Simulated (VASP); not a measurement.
Runs of VASP 6.6.1 on SiNi. The cell holds an amorphous packing of atoms, 20 atoms: a = 6.401 Å, b = 6.413 Å, c = 6.563 Å, α = 89.27°, β = 89.96°, γ = 88.64°. 

| smearing | gap on the mesh (eV) | pressure (GPa) | largest force (eV/Å) |
| --- | --- | --- | --- |
| fermi-dirac 0.1534 eV | 0.13 | 1.9 | (b) |
| fermi-dirac 0.05 eV | 0.44 | -6.5 | (a) |
| fermi-dirac 0.0853 eV | 0.36 | -6.4 | 2.35 |
| fermi-dirac 0.2137 eV | 0.11 | 8.0 | 4.40 |

Alike in all rows: task single point; level PBE; potentials or basis VASP PAW PBE potentials, release 64 (Si, Ni); no spin polarisation; cell as given; k mesh 1 × 1 × 1, shifted; cutoff (eV) 520.

**Question.** Fill in the values left out.

**Answer.** (a) 1.00; (b) 3.81.

Caveats: all runs use coarse meshes.

A k mesh can miss the band edges.
